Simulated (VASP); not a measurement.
Input of a VASP 6.6.1 run:

File INCAR:

```
PREC = Accurate
ENCUT = 520
EDIFF = 1E-6
ISMEAR = 0
SIGMA = 0.05
LREAL = False
LASPH = True
NELM = 150
ALGO = Normal
ISIF = 2
LWAVE = False
LCHARG = False
ISPIN = 2
MAGMOM = 0 0 0 0 1
LORBIT = 11
LDIPOL = True
IDIPOL = 3
DIPOL = 0.5 0.5 0.316
GGA = PE
IVDW = 12
NBANDS = 32
```

File KPOINTS:

```
Automatic mesh
0
Gamma
  7 7 1
```

File POSCAR:

```
Sn2HO2
1.0
    3.8201526293      0.0003049820      0.0000000000
   -0.0003049820      3.8201526293      0.0000000000
    0.0000000000      0.0000000000     17.8630377374
Sn O H
2 2 1
Direct
    0.9999452828      0.9999456088      0.2239260790
    0.4999452828      0.4999456088      0.3562125228
    0.9999460977      0.4999456088      0.2900693009
    0.4999460977      0.9999456088      0.2900693009
    0.6249452828      0.9999456088      0.4200388604
```

Potentials or basis: VASP PAW PBE potentials, release 64 (Sn_d, O, H).

Launch:

```bash
$ cat potpaw_PBE.64/Sn_d/POTCAR potpaw_PBE.64/O/POTCAR potpaw_PBE.64/H/POTCAR > POTCAR
$ mpirun -np 1 vasp_std > vasp.out
```

Task: Estimate the dispersion energy per atom.

Result: -0.125 eV.

Task: Predict the net moment.

Result: 0.14 μB per cell.

Task: What does it give for the largest force?

Result: 1.195 eV/Å.

Task: What does it give for the site moments?

Result: Sn -0.00, +0.04; O +0.01; H +0.03 μB.

Forces in eV/Å, atoms in the order of the input:
```
Sn   0.031  0.000 -0.045
Sn   0.522  0.000  0.786
O    0.023  0.000  0.428
O   -0.287  0.000 -1.160
H   -0.289  0.000 -0.009
```
